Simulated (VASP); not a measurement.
# CaF2 (Fm-3m) in VASP: single point with HSE06

Aim: the single point of CaF2 with HSE06.

All numbers are computed with VASP 6.6.1; they aren't measurements. Logs are shortened: lines on timing, memory, paths and dates and some standing lists are left out, and cuts for length are marked.

## 1. The cell of the first run

It takes space group Fm-3m (No. 225, cubic). Conventional cell: a = 5.439 Å, b = 5.439 Å, c = 5.439 Å, α = 90.00°, β = 90.00°, γ = 90.00°. Within 3.1 Å of Ca (site symmetry m-3m) lie 8 F at 2.36 Å. Within 3.1 Å of F (site symmetry -43m) lie 4 Ca at 2.36 Å and 6 F at 2.72 Å.

## 2. Single point, HSE06

Input file POSCAR:

```
CaF2
1.0
    0.0000000000      2.7195928860      2.7195928860
    2.7195928860      0.0000000000      2.7195928860
    2.7195928860      2.7195928860      0.0000000000
Ca F
1 2
Direct
    0.0000000000      0.0000000000      0.0000000000
    0.2500000000      0.2500000000      0.2500000000
    0.7500000000      0.7500000000      0.7500000000
```

Input file INCAR.step1:

```
  PREC = Accurate
  ENCUT = 520
  EDIFF = 1E-5
  ISMEAR = 0
  SIGMA = 0.01
  LREAL = False
  LASPH = True
  NELM = 120
  ALGO = Normal
  ISIF = 2
  LWAVE = True
  LCHARG = False
  NBANDS = 19
  GGA = PE
  GGA_COMPAT = False
```

Input file INCAR.step2:

```
  PREC = Accurate
  ENCUT = 520
  EDIFF = 1E-6
  ISMEAR = 0
  SIGMA = 0.01
  LREAL = False
  LASPH = True
  NELM = 120
  ALGO = Normal
  ISIF = 2
  LWAVE = False
  LCHARG = False
  GGA = PE
  LHFCALC = True
  HFSCREEN = 0.2079
  PRECFOCK = Normal
  NBANDS = 19
  ISTART = 1
  GGA_COMPAT = False
```

Input file KPOINTS:

```
regular mesh
0
Gamma
  6 6 6
```

Potentials or basis: VASP PAW PBE potentials, release 64 (Ca_sv, F).

Launch:

```sh
$ cat potpaw_PBE.64/Ca_sv/POTCAR potpaw_PBE.64/F/POTCAR > POTCAR
$ cp INCAR.step1 INCAR
$ mpirun -np 1 vasp_std > vasp.out
$ cp INCAR.step2 INCAR
$ mpirun -np 1 vasp_std > vasp.out
```

OUTCAR:

```text
PREC = Accurate
   ENCUT = 520
   EDIFF = 1E-6
   ISMEAR = 0
   LREAL = False
   LASPH = True
   NELM = 120
   ISIF = 2
   GGA = PE
   LHFCALC = True
   HFSCREEN = 0.2079
   PRECFOCK = Normal
   ISTART = 1

 ion  position               nearest neighbor table
   1  0.000  0.000  0.000-   3 2.36   2 2.36   3 2.36   2 2.36   3 2.36   3 2.36   2 2.36   2 2.36

   2  0.250  0.250  0.250-   1 2.36   1 2.36   1 2.36   1 2.36
   3  0.750  0.750  0.750-   1 2.36   1 2.36   1 2.36   1 2.36

  LATTYP: Found a face centered cubic cell.
 ALAT       =     5.4391857720

  Lattice vectors:

 A1 = (   0.0000000000,   2.7195928860,   2.7195928860)
 A2 = (   2.7195928860,   0.0000000000,   2.7195928860)
 A3 = (   2.7195928860,   2.7195928860,   0.0000000000)

Analysis of symmetry for initial positions (statically):
=====================================================================
 Subroutine PRICEL returns:
 Original cell was already a primitive cell.

 Routine SETGRP: Setting up the symmetry group for a
 face centered cubic supercell.

 Subroutine GETGRP returns: Found 48 space group operations
 (whereof 48 operations were pure point group operations)
 out of a pool of 48 trial point group operations.

The static configuration has the point symmetry O_h .

Analysis of symmetry for dynamics (positions and initial velocities):
=====================================================================
 Subroutine PRICEL returns:
 Original cell was already a primitive cell.

 Routine SETGRP: Setting up the symmetry group for a
 face centered cubic supercell.

 Subroutine GETGRP returns: Found 48 space group operations
 (whereof 48 operations were pure point group operations)
 out of a pool of 48 trial point group operations.

The dynamic configuration has the point symmetry O_h .

 Subroutine INISYM returns: Found 48 space group operations
 (whereof 48 operations are pure point group operations),
 and found     1 'primitive' translations

----------------------------------------------------------------------------------------

                                     Primitive cell

  volume of cell :      40.2292

  direct lattice vectors                    reciprocal lattice vectors
     0.000000000  2.719592886  2.719592886    -0.183851047  0.183851047  0.183851047
     2.719592886  0.000000000  2.719592886     0.183851047 -0.183851047  0.183851047
     2.719592886  2.719592886  0.000000000     0.183851047  0.183851047 -0.183851047

  length of vectors
     3.846085144  3.846085144  3.846085144     0.318439355  0.318439355  0.318439355

  position of ions in fractional coordinates (direct lattice)
     0.000000000  0.000000000  0.000000000
     0.250000000  0.250000000  0.250000000
     0.750000000  0.750000000  0.750000000

  ion indices of the primitive-cell ions
   primitive index   ion index
                 1           1
                 2           2
                 3           3

----------------------------------------------------------------------------------------

 KPOINTS: regular mesh

Automatic generation of k-mesh.
 Grid dimensions read from file:
 generate k-points for:    6    6    6

 Generating k-lattice:

  Cartesian coordinates                     Fractional coordinates (reciprocal lattice)
    -0.030641841  0.030641841  0.030641841     0.166666667  0.000000000  0.000000000
     0.030641841 -0.030641841  0.030641841     0.000000000  0.166666667  0.000000000
     0.030641841  0.030641841 -0.030641841     0.000000000  0.000000000  0.166666667

  Length of vectors
     0.053073226  0.053073226  0.053073226

  Shift w.r.t. Gamma in fractional coordinates (k-lattice)
     0.000000000  0.000000000  0.000000000

 Subroutine IBZKPT returns following result:
 ===========================================

 Found     16 irreducible k-points:

 Following reciprocal coordinates:
            Coordinates               Weight
  0.000000  0.000000  0.000000      1.000000
  0.166667  0.000000  0.000000      8.000000
  0.333333  0.000000  0.000000      8.000000
  0.500000  0.000000  0.000000      4.000000
  0.166667  0.166667  0.000000      6.000000
  0.333333  0.166667  0.000000     24.000000
[... 8 lines left out ...]
 -0.333333  0.333333  0.166667     24.000000
 -0.333333  0.500000  0.166667     12.000000
   k-points           NKPTS =     16   k-points in BZ     NKDIM =    216   number of bands    NBANDS=     19
   number of dos      NEDOS =    301   number of ions     NIONS =      3
   total plane-waves  NPLWV =  27000
   dimension x,y,z NGX =    30 NGY =   30 NGZ =   30
   dimension x,y,z NGXF=    60 NGYF=   60 NGZF=   60
   ions per type =               1   2
   NGX,Y,Z   is equivalent  to a cutoff of  12.97, 12.97, 12.97 a.u.
   NGXF,Y,Z  is equivalent  to a cutoff of  25.93, 25.93, 25.93 a.u.
 SYSTEM =  unknown system
   PREC   = accura    normal or accurate (medium, high low for compatibility)
   ISTART =      1    job   : 0-new  1-cont  2-samecut
   ICHARG =      0    charge: 1-file 2-atom 10-const
   ISPIN  =      1    spin polarized calculation?
   LNONCOLLINEAR =      F non collinear calculations
   LSORBIT =      F    spin-orbit coupling
   LASPH  =      T    aspherical Exc in radial PAW
   ENCUT  =  520.0 eV  38.22 Ry    6.18 a.u.   7.15  7.15  7.15*2*pi/ulx,y,z
   NELM   =    120;   NELMIN=  2; NELMDL=  0     # of ELM steps
   EDIFF  = 0.1E-05   stopping-criterion for ELM
   LREAL  =      F    real-space projection
   EDIFFG = 0.1E-04   stopping-criterion for IOM
   NSW    =      0    number of steps for IOM
   IBRION =     -1    ionic relax: 0-MD 1-quasi-New 2-CG
   NFREE  =      0    steps in history (QN), initial steepest desc. (CG)
   ISIF   =      2    stress and relaxation
   ISYM   =      3    0-nonsym 1-usesym 2-fastsym
   POTIM  = 0.5000    time-step for ionic-motion
   TEBEG  =    0.0;   TEEND  =   0.0 temperature during run
   PSTRESS=    0.0 pullay stress
   NELECT =      24.0000    total number of electrons
   NUPDOWN=      -1.0000    fix difference up-down
   EMIN   =  10.00;   EMAX   =-10.00  energy-range for DOS
   EFERMI =   0.00;   METHOD = LEGACY
   ISMEAR =     0;   SIGMA  =   0.01  broadening in eV -4-tet -1-fermi 0-gaus
   EFERMI_NEDOS =   21; number of points for ismear=-14 and -15
   IALGO  =     38    algorithm
   IMIX   =      1    mixing-type and parameters
     AMIX     =   0.40;   BMIX     =  1.00
     AMIX_MAG =   1.60;   BMIX_MAG =  1.00
  volume/ion in A,a.u.               =      13.41        90.49
  Fermi-wavevector in a.u.,A,eV,Ry     =   1.378155  2.604335 25.841692  1.899311
  Thomas-Fermi vector in A             =   2.503242
   LORBIT       =      0    0 simple, 1 ext, 2 COOP (PROOUT), +10 PAW based schemes
   GGA     = PE    functional components
   LHFCALC =     T    Hartree Fock is set to
   PRECFOCK=normal    Normal, Fast or Accurate (Low or Medium for compatibility)
   ENCUT4O =  -1.0   cutoff for four orbital integrals eV
   NKREDX  =     1    reduce k-point grid by
   NKREDY  =     1    reduce k-point grid by
   NKREDZ  =     1    reduce k-point grid by
   AEXX    =    0.2500 exact exchange contribution
   HFSCREEN=    0.2079 screening length (either q_TF or 0.3 A-1)
   HFSCREENC=   0.2079 screening length for correlation (either q_TF or 0.3 A-1)
   ENCUTFOCK=  -1.0 apply spherical cutoff to Coloumb kernel
   IVDW    =     0    specifies the selected vdW correction
   LEPSILON=     F    determine dielectric tensor
   LRPA    =     F    only Hartree local field effects (RPA)
 non-spin polarized calculation
 Gauss-broadening in eV      SIGMA  =   0.01
  energy-cutoff  :      520.00
  volume of cell :       40.23
 maximum number of plane-waves:      1106
 NGX is ok and might be reduce to    30
  NGX = 24; NGY = 24; NGZ = 24

 number of electron      23.9999983 magnetization

 Free energy of the ion-electron system (eV)
  ---------------------------------------------------
  ext. energy  EPLUGINS =         0.00000000
  ---------------------------------------------------
  free energy    TOTEN  =       -20.59314899 eV

  energy without entropy =      -20.59314899  energy(sigma->0) =      -20.59314899

 E-fermi :  -2.3622     XC(G=0):  -7.9504

 val. band max:       -2.5065391751   @ k =   0.5000   0.5000   0.0000
 cond. band min:       6.9120115788   @ k =   0.0000   0.0000   0.0000
 fundamental gap:      9.4185507539
 Fermi energy:        -2.3622179248

 k-point     1 :       0.0000    0.0000    0.0000
  band No.  band energies     occupation
      1     -40.4846      2.00000
      2     -24.0773      2.00000
      3     -23.2571      2.00000
      4     -19.9554      2.00000
      5     -19.9554      2.00000
      6     -19.9554      2.00000
[... 11 lines left out ...]
     18      11.6845      0.00000
     19      16.7634      0.00000

 k-point     2 :       0.1667    0.0000    0.0000
  band No.  band energies     occupation
      1     -40.4750      2.00000
      2     -24.1216      2.00000
      3     -23.3317      2.00000
      4     -19.9681      2.00000
      5     -19.9681      2.00000
      6     -19.8564      2.00000
[... 11 lines left out ...]
     18      11.6073      0.00000
     19      15.6467      0.00000

 k-point     3 :       0.3333    0.0000    0.0000
  band No.  band energies     occupation
      1     -40.4558      2.00000
      2     -24.1501      2.00000
      3     -23.5500      2.00000
      4     -19.9932      2.00000
      5     -19.9932      2.00000
      6     -19.6405      2.00000
[... 11 lines left out ...]
     18      11.4539      0.00000
     19      14.1671      0.00000

 k-point     4 :       0.5000    0.0000    0.0000
  band No.  band energies     occupation
      1     -40.4461      2.00000
      2     -24.1148      2.00000
      3     -23.7102      2.00000
      4     -20.0057      2.00000
      5     -20.0057      2.00000
      6     -19.5258      2.00000
[... 231 lines left out ...]
     18      12.1700      0.00000
     19      15.3657      0.00000

 k-point    15 :      -0.3333    0.3333    0.1667
  band No.  band energies     occupation
      1     -40.4366      2.00000
      2     -24.0230      2.00000
      3     -23.9247      2.00000
      4     -20.0567      2.00000
      5     -19.7508      2.00000
      6     -19.6405      2.00000
[... 11 lines left out ...]
     18      13.3565      0.00000
     19      14.7250      0.00000

 k-point    16 :      -0.3333    0.5000    0.1667
  band No.  band energies     occupation
      1     -40.4334      2.00000
      2     -24.1666      2.00000
      3     -23.7975      2.00000
      4     -20.0820      2.00000
      5     -19.8630      2.00000
      6     -19.4971      2.00000
[... 11 lines left out ...]
     18      14.6621      0.00000
     19      14.6928      0.00000

------------------------ aborting loop because EDIFF is reached ----------------------------------------

  FORCE on cell =-STRESS in cart. coord.  units (eV):
  Direction    XX          YY          ZZ          XY          YZ          ZX
  --------------------------------------------------------------------------------------
  -------------------------------------------------------------------------------------
  Total        0.4583125      0.4583125      0.4583125     -0.0000000     -0.0000000      0.0000000
  in kB       18.2528445     18.2528445     18.2528445     -0.0000000     -0.0000000      0.0000000
  external PRESSURE =      18.2528445 kB  Pullay stress =       0.0000000 kB

 VOLUME and BASIS-vectors are now :
 -----------------------------------------------------------------------------
  energy-cutoff  :      520.00
  volume of cell :       40.23
      direct lattice vectors                 reciprocal lattice vectors
     0.000000000  2.719592886  2.719592886    -0.183851047  0.183851047  0.183851047
     2.719592886  0.000000000  2.719592886     0.183851047 -0.183851047  0.183851047
     2.719592886  2.719592886  0.000000000     0.183851047  0.183851047 -0.183851047

 POSITION                                       TOTAL-FORCE (eV/Angst)
 -----------------------------------------------------------------------------------
      0.00000      0.00000      0.00000         0.000000      0.000000      0.000000
      1.35980      1.35980      1.35980        -0.000000     -0.000000     -0.000000
      4.07939      4.07939      4.07939         0.000000      0.000000      0.000000
 -----------------------------------------------------------------------------------
    total drift:                                0.000000      0.000000      0.000000

  FREE ENERGIE OF THE ION-ELECTRON SYSTEM (eV)
  ---------------------------------------------------
  free  energy   TOTEN  =       -20.5931489889 eV

  energy  without entropy=      -20.5931489889  energy(sigma->0) =      -20.59314899
```

Wall time 75 min (1 thread of Intel Xeon Platinum 8259CL at 2.50GHz (Skylake/Cascade Lake), shared host); peak memory 0.3 GiB.

Results:

```yaml
Free_energy: -20.5931 eV
Pressure: 1.8 GPa
Band_gap_on_the_k_mesh: 9.42 eV (least direct gap 9.69 eV)
```

Caveat: the PAW data sets were made with another functional, which shifts forces and pressure a little. A k mesh can miss the band edges.
